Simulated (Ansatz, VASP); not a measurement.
MgO: VASP beside Ansatz

```
Mg O
1.0
     2.92306    0.00000    0.00000
    -1.46153    2.53144    0.00000
     0.00000    0.00000    5.09210
Mg O
2 2
Direct
  0.00000 0.00000 0.00000
  0.00000 0.00000 0.50000
  0.33333 0.66667 0.25000
  0.66667 0.33333 0.75000
```

Alike in both runs: task single point; functional PBE; k mesh 2 × 2 × 2; no spin polarisation.

```csv
,VASP,Ansatz
version,VASP 6.6.1,Ansatz 0.2.0
potentials or method,"VASP PAW PBE potentials, release 64 (Mg, O)",plane waves
plane-wave cutoff (eV),600,420
occupations,"gaussian, width 0.01 eV",fixed
valence electrons in the cell,16,32
```

Ansatz gave:

| Property | Result |
| --- | --- |
| gap on the k mesh at the Fermi level (eV) | 4.33 |
| pressure (GPa) | 8.3 |
| traceless stress, the component that is largest in VASP (GPa) | -7.32 |

**Question.** What did VASP give for the same quantities?

**Answer.** gap on the k mesh at the Fermi level (eV): 4.31; pressure (GPa): 7.5; traceless stress, the component that is largest in VASP (GPa): -7.36.

VASP's potentials hold 16 valence electrons a cell and Ansatz's 32, so a difference there can come from the potentials and not from the codes.

The k mesh is coarse, so the values compare programs but aren't converged.
